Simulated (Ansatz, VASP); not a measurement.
## Two plane-wave programs on Y3BN4

Contents of INCAR:

```
PREC     = Accurate       # precision mode
ENCUT    = 520            # plane-wave cutoff, eV
EDIFF    = 1E-7           # SCF threshold, eV
ISMEAR   = -1             # smearing method
SIGMA    = 0.02           # smearing width, eV
LREAL    = False          # projectors in reciprocal space
LASPH    = True           # aspherical terms in the spheres
NELM     = 100            # most SCF steps
ALGO     = Normal         # electronic algorithm
ISIF     = 2              # what is computed and relaxed
LWAVE    = False          # write WAVECAR
LCHARG   = False          # write CHGCAR
GGA      = PE             # functional
NBANDS   = 38             # bands
```

The input KPOINTS:

```
Automatic mesh
0
Gamma
  12 12 4
```

POSCAR

```
Y3BN4
1.0
    3.6849115245      0.0000000000      0.0000000000
   -1.8424557622      3.1912269909      0.0000000000
    0.0000000000      0.0000000000     10.7316654687
B Y N
1 3 4
Direct
    0.3333333333      0.6666666667      0.0267472329
    0.3333333333      0.6666666667      0.4890551247
    0.6666666667      0.3333333333      0.2070741583
    0.6666666667      0.3333333333      0.7705035363
    0.3333333333      0.6666666667      0.1559935594
    0.3333333333      0.6666666667      0.6988778795
    0.6666666667      0.3333333333      0.4202441533
    0.6666666667      0.3333333333      0.9815043555
```

Input for Ansatz:

```yaml
crystal:
  lattice:
    - [3.6849115245, 0.0, 0.0]
    - [-1.8424557622, 3.1912269909, 0.0]
    - [0.0, 0.0, 10.7316654687]
  atoms:
    - { symbol: B, position: [0.3333333333, 0.6666666667, 0.0267472329] }
    - { symbol: "Y", position: [0.3333333333, 0.6666666667, 0.4890551247] }
    - { symbol: "Y", position: [0.6666666667, 0.3333333333, 0.2070741583] }
    - { symbol: "Y", position: [0.6666666667, 0.3333333333, 0.7705035363] }
    - { symbol: "N", position: [0.3333333333, 0.6666666667, 0.1559935594] }
    - { symbol: "N", position: [0.3333333333, 0.6666666667, 0.6988778795] }
    - { symbol: "N", position: [0.6666666667, 0.3333333333, 0.4202441533] }
    - { symbol: "N", position: [0.6666666667, 0.3333333333, 0.9815043555] }
kpoints:
  mp_grid: { grid: [12, 12, 4] }
  band_path:
    path:
      - [[0.0, 0.0, 0.0], [0.5, -6.832562847718e-17, -1.689461959416e-18], [0.3333333333333, 0.3333333333333, -1.126307972944e-18], [0.0, 0.0, 0.0], [1.804092618417e-36, -3.917185636074e-36, 0.5], [0.5, -6.827582893967e-17, 0.5], [0.3333333333333, 0.3333333333333, 0.5], [1.804092618417e-36, -3.917185636074e-36, 0.5]]
      - [[0.5, -6.827582893967e-17, 0.5], [0.5, -6.832562847718e-17, -1.689461959416e-18]]
      - [[0.3333333333333, 0.3333333333333, 0.5], [0.3333333333333, 0.3333333333333, -1.126307972944e-18]]
    npoints: 10
hamiltonian:
  xc: pbe
scf:
  occupations: { method: fermi_dirac, width: 0.02 }
  n_extra_bands: 6
output:
  forces: true
  stress: true
  eigenvalues: true
```

Alike in both runs: task single point; functional PBE; k mesh 12 × 12 × 4; occupations fermi-dirac, width 0.02 eV; no spin polarisation.

```csv
,VASP,Ansatz
version,VASP 6.6.1,Ansatz 0.2.0
potentials or method,"VASP PAW PBE potentials, release 64 (B, Y_sv, N)","plane waves, PAW"
plane-wave cutoff (eV),520,420
valence electrons in the cell,56,56
```

```csv
,VASP,Ansatz,Ansatz less VASP
pressure (GPa),0.9,1.1,+0.13
"traceless stress, the component that is largest in VASP (GPa)",0.37,0.33,-0.036
rms of the force components (eV/Å),0.082,0.071,-0.0103
```

Atom by atom the forces differ by 0.010 eV/Å (rms over components).
